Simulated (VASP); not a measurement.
# CsPbCl3: single point with PBEsol

Crystal: CsPbCl3.

```
Pb Cs Cl
1.0
     5.64212    0.00000    0.00000
     0.00000    5.64212    0.00000
     0.00000    0.00000    5.64212
Pb Cs Cl
1 1 3
Direct
  0.50000 0.50000 0.50000
  0.00000 0.00000 0.00000
  0.50000 0.00000 0.50000
  0.00000 0.50000 0.50000
  0.50000 0.50000 0.00000
```

This cell differs from its parent crystal: volume scaled by 1.02.

```
Program                : VASP 6.6.1
Task                   : single point
Functional             : PBEsol
Potentials or basis    : VASP PAW PBE potentials, release 64 (Pb_d, Cs_sv, Cl)
Cutoff                 : 520 eV
k mesh                 : 5 × 5 × 5
Occupations            : fermi-dirac, width 0.05 eV
Spin                   : no spin polarisation
Dipole correction      : no
Further INCAR settings : ALGO = Normal; EDIFF = 1e-06; NBANDS = 30
```

The pressure is -0.4 GPa and the band gap on the k mesh is 2.90 eV, direct.

Levels at points of the mesh, in eV from the valence-band top:
| k point | band 20 | band 21 | band 22 | band 23 | band 24 | band 25 |
| --- | --- | --- | --- | --- | --- | --- |
| (0.00, 0.00, 0.00) | -1.79 | -1.79 | -1.79 | 3.90 | 4.94 | 4.94 |

Wall time 50 s on 1 thread of Intel(R) Xeon(R) Platinum 8375C CPU @ 2.90GHz (Ice Lake), on a shared host, peak memory 0.28 GiB.

Caveat: the PAW data sets were made with another functional, which shifts forces and pressure a little; spin-orbit coupling is left out, which moves the levels of the heavy elements. A k mesh can miss the band edges.
